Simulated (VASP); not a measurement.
Cu, 4 atoms in the cell. Symmetry: P6_3/mmc, No. 194, hexagonal system. The conventional cell has a = 2.580 Å, b = 2.580 Å, c = 8.424 Å, α = 90.00°, β = 90.00°, γ = 120.00°. Within 3.4 Å of Cu (site symmetry -6m2) lie 12 Cu at 2.58 Å. Cu (site symmetry -3m) has 12 Cu at 2.58 Å within 3.4 Å.  This cell differs from its parent crystal: volume scaled by 1.06.

- Program: VASP 6.6.1
- Task: single point
- Functional: LDA
- Potentials or basis: VASP PAW LDA potentials, release 64 (Cu)
- Cutoff: 520 eV
- k mesh: 12 × 12 × 4
- Occupations: fermi-dirac, width 0.05 eV
- Spin: no spin polarisation
- Dipole correction: no
- Further INCAR settings: ALGO = Fast; EDIFF = 1e-06; NBANDS = 30

Potentials or basis: VASP PAW LDA potentials, release 64 (Cu).

Run with:

```bash
$ cat potpaw_LDA.64/Cu/POTCAR > POTCAR
$ mpirun -np 1 vasp_std > vasp.out
```

Hardware: 1 thread of Intel(R) Xeon(R) 6975P-C (Granite Rapids) (shared host).

**Question.** How long does it take, and how much memory?

**Answer.** Run time: 36 s on 1 thread of Intel(R) Xeon(R) 6975P-C (Granite Rapids), on a shared host, peak memory 0.17 GiB. Counts: scf iterations 16, k points 57.
